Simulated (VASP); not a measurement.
# W (C2/m) in VASP: single point with PBEsol

Aim: the single point of W with PBEsol.

All numbers are computed with VASP 6.6.1; they aren't measurements. Logs are shortened: lines on timing, memory, paths and dates and some standing lists are left out, and cuts for length are marked.

### 1 The cell of the first run

Symmetry: C2/m, No. 12, monoclinic system. The conventional cell has a = 4.967 Å, b = 2.868 Å, c = 2.622 Å, α = 90.00°, β = 120.08°, γ = 90.00°. W (site symmetry 2/m) has 12 W at 2.62 to 2.93 Å within 3.5 Å.

### 2 Single point, PBEsol

Input file INCAR:

```
PREC = Accurate
ENCUT = 520
EDIFF = 1E-7
ISMEAR = 0
SIGMA = 0.1
LREAL = F
LASPH = T
NELM = 80
ALGO = Fast
ISIF = 2
LWAVE = F
LCHARG = F
GGA = PS
NBANDS = 13
ISYM = 0
```

Input file KPOINTS:

```
Automatic mesh
0
Gamma
  12 12 15
```

Input file POSCAR:

```
W
1.0
    2.8618395492     -0.0035068575     -0.1865222255
   -1.4339568024      2.4836860375      0.0000000000
    1.2823507992      0.7403655791      2.1632971289
W
1
Direct
    0.0000000000      0.0000000000      0.0000000000
```

Potentials or basis: VASP PAW PBE potentials, release 64 (W_sv).

Started as:

```bash
$ cat potpaw_PBE.64/W_sv/POTCAR > POTCAR
$ mpirun -np 1 vasp_std > vasp.out
```

OUTCAR:

```text
PREC = Accurate
   ENCUT = 520
   EDIFF = 1E-7
   ISMEAR = 0
   LREAL = F
   LASPH = T
   NELM = 80
   ISIF = 2
   GGA = PS
   ISYM = 0

 ion  position               nearest neighbor table
   1  0.000  0.000  0.000-

IMPORTANT INFORMATION: All symmetrisations will be switched off!
NOSYMM: (Re-)initialisation of all symmetry stuff for point group C_1.

----------------------------------------------------------------------------------------

                                     Primitive cell

  volume of cell :      16.1577

  direct lattice vectors                    reciprocal lattice vectors
     2.861839549 -0.003506858 -0.186522225     0.332531259  0.191987012 -0.262822103
    -1.433956802  2.483686038  0.000000000    -0.008077140  0.397964040 -0.131411051
     1.282350799  0.740365579  2.163297129     0.028671267  0.016553364  0.439596495

  length of vectors
     2.867913605  2.867913605  2.621529941     0.465307972  0.419177149  0.440841394

  position of ions in fractional coordinates (direct lattice)
     0.000000000  0.000000000  0.000000000

  ion indices of the primitive-cell ions
   primitive index   ion index
                 1           1

----------------------------------------------------------------------------------------

 KPOINTS: Automatic mesh

Automatic generation of k-mesh.
 Grid dimensions read from file:
 generate k-points for:   12   12   15

 Generating k-lattice:

  Cartesian coordinates                     Fractional coordinates (reciprocal lattice)
     0.027710938  0.015998918 -0.021901842     0.083333333  0.000000000  0.000000000
    -0.000673095  0.033163670 -0.010950921     0.000000000  0.083333333 -0.000000000
     0.001911418  0.001103558  0.029306433     0.000000000  0.000000000  0.066666667

  Length of vectors
     0.038775664  0.034931429  0.029389426

  Shift w.r.t. Gamma in fractional coordinates (k-lattice)
     0.000000000  0.000000000  0.000000000

 Subroutine IBZKPT returns following result:
 ===========================================

 Found   1082 irreducible k-points:

 Following reciprocal coordinates:
            Coordinates               Weight
  0.000000  0.000000  0.000000      1.000000
  0.083333  0.000000  0.000000      2.000000
  0.166667 -0.000000  0.000000      2.000000
  0.250000  0.000000  0.000000      2.000000
  0.333333  0.000000  0.000000      2.000000
  0.416667 -0.000000  0.000000      2.000000
[... 39 lines left out ...]
   EDIFFG = 0.1E-05   stopping-criterion for IOM
   NSW    =      0    number of steps for IOM
   IBRION =     -1    ionic relax: 0-MD 1-quasi-New 2-CG
   NFREE  =      0    steps in history (QN), initial steepest desc. (CG)
   ISIF   =      2    stress and relaxation
   ISYM   =      0    0-nonsym 1-usesym 2-fastsym
   POTIM  = 0.5000    time-step for ionic-motion
   TEBEG  =    0.0;   TEEND  =   0.0 temperature during run
   PSTRESS=    0.0 pullay stress
   NELECT =      14.0000    total number of electrons
   NUPDOWN=      -1.0000    fix difference up-down
   EMIN   =  10.00;   EMAX   =-10.00  energy-range for DOS
   EFERMI =   0.00;   METHOD = LEGACY
   ISMEAR =     0;   SIGMA  =   0.10  broadening in eV -4-tet -1-fermi 0-gaus
   EFERMI_NEDOS =   21; number of points for ismear=-14 and -15
   IALGO  =     68    algorithm
   IMIX   =      4    mixing-type and parameters
     AMIX     =   0.40;   BMIX     =  1.00
     AMIX_MAG =   1.60;   BMIX_MAG =  1.00
  volume/ion in A,a.u.               =      16.16       109.04
  Fermi-wavevector in a.u.,A,eV,Ry     =   1.560717  2.949327 33.141564  2.435836
  Thomas-Fermi vector in A             =   2.663888
   LORBIT       =      0    0 simple, 1 ext, 2 COOP (PROOUT), +10 PAW based schemes
   GGA     = PS    functional components
   LHFCALC =     F    Hartree Fock is set to
   AEXX    =    0.0000 exact exchange contribution
   IVDW    =     0    specifies the selected vdW correction
   LEPSILON=     F    determine dielectric tensor
   LRPA    =     F    only Hartree local field effects (RPA)
 non-spin polarized calculation
 RMM-DIIS sequential band-by-band and
 Gauss-broadening in eV      SIGMA  =   0.10
  energy-cutoff  :      520.00
  volume of cell :       16.16
 maximum number of plane-waves:       448
 NGX is ok and might be reduce to    24
   NGX = 11   NGY = 11   NGZ =  9

 number of electron      13.9999999 magnetization

 Free energy of the ion-electron system (eV)
  ---------------------------------------------------
  ext. energy  EPLUGINS =         0.00000000
  ---------------------------------------------------
  free energy    TOTEN  =       -13.37928592 eV

  energy without entropy =      -13.37533050  energy(sigma->0) =      -13.37730821

 E-fermi :  10.6947     XC(G=0): -13.6350

 val. band max:       10.6940208056   @ k =   0.1667  -0.0000   0.0000
 cond. band min:      10.6952460452   @ k =   0.2500   0.0000   0.4667
 fundamental gap:      0.0012252396
 Fermi energy:        10.6947240787

 k-point     1 :       0.0000    0.0000    0.0000
  band No.  band energies     occupation
      1     -63.0945      2.00000
      2     -26.7812      2.00000
      3     -26.7803      2.00000
      4     -26.4653      2.00000
      5       1.4624      2.00000
      6       8.8014      2.00000
      7       9.6522      2.00000
      8      11.4624      0.00000
      9      12.0712      0.00000
     10      14.2751      0.00000
     11      23.4284      0.00000
     12      26.7766      0.00000
     13      28.6309      0.00000
[... 354 lines left out ...]
  band No.  band energies     occupation
      1     -63.0276      2.00000
      2     -27.4503      2.00000
      3     -26.9725      2.00000
      4     -26.5893      2.00000
      5       4.5645      2.00000
      6       7.6986      2.00000
      7       8.8248      2.00000
      8      12.7705      0.00000
      9      13.0805      0.00000
     10      15.2282      0.00000
     11      24.7622      0.00000
     12      26.9261      0.00000
     13      30.2486      0.00000

 [... further k-points ...]
[... 5 lines left out ...]
  --------------------------------------------------------------------------------------
  -------------------------------------------------------------------------------------
  Total       -0.1449606     -0.4349930      0.0920230      0.2511729      0.0127269      0.0220430
  in kB      -14.3740816    -43.1332796      9.1248687     24.9059458      1.2619829      2.1857486
  external PRESSURE =     -16.1274975 kB  Pullay stress =       0.0000000 kB

 VOLUME and BASIS-vectors are now :
 -----------------------------------------------------------------------------
  energy-cutoff  :      520.00
  volume of cell :       16.16
      direct lattice vectors                 reciprocal lattice vectors
     2.861839549 -0.003506858 -0.186522225     0.332531259  0.191987012 -0.262822103
    -1.433956802  2.483686038  0.000000000    -0.008077140  0.397964040 -0.131411051
     1.282350799  0.740365579  2.163297129     0.028671267  0.016553364  0.439596495

 POSITION                                       TOTAL-FORCE (eV/Angst)
 -----------------------------------------------------------------------------------
      0.00000      0.00000      0.00000         0.000000     -0.000000     -0.000000
 -----------------------------------------------------------------------------------
    total drift:                                0.000000     -0.000000     -0.000000

  FREE ENERGIE OF THE ION-ELECTRON SYSTEM (eV)
  ---------------------------------------------------
  free  energy   TOTEN  =       -13.3792859232 eV

  energy  without entropy=      -13.3753305032  energy(sigma->0) =      -13.37730821
```

stdout:

```text
POSCAR found type information on POSCAR W
 POSCAR found :  1 types and       1 ions
 scaLAPACK will be used
 -----------------------------------------------------------------------------
|                                                                             |
|                                                                             |
[... 19 lines left out ...]
WARNING in EDDRMM: call to ZHEGV failed, returncode =   8  4     12
WARNING in EDDRMM: call to ZHEGV failed, returncode =   8  4     13
WARNING in EDDRMM: call to ZHEGV failed, returncode =   8  4     11
WARNING in EDDRMM: call to ZHEGV failed, returncode =   8  4     12
WARNING in EDDRMM: call to ZHEGV failed, returncode =   6  3     12
WARNING in EDDRMM: call to ZHEGV failed, returncode =   8  4     12
WARNING in EDDRMM: call to ZHEGV failed, returncode =   8  4     13
WARNING in EDDRMM: call to ZHEGV failed, returncode =   6  3     12
```

Wall time 1.7 min (1 thread of Intel Xeon 6975P-C (Granite Rapids), shared host); peak memory 0.32 GiB.

Results:

```yaml
Free_energy: -13.3793 eV
Pressure: -1.6 GPa
Band_gap_on_the_k_mesh: zero (band 7 reaches 14.10 eV, above the bottom of band 8 at 10.10 eV)
```

Caveat: the PAW data sets were made with another functional, which shifts forces and pressure a little; spin-orbit coupling is left out, which moves the levels of the heavy elements.
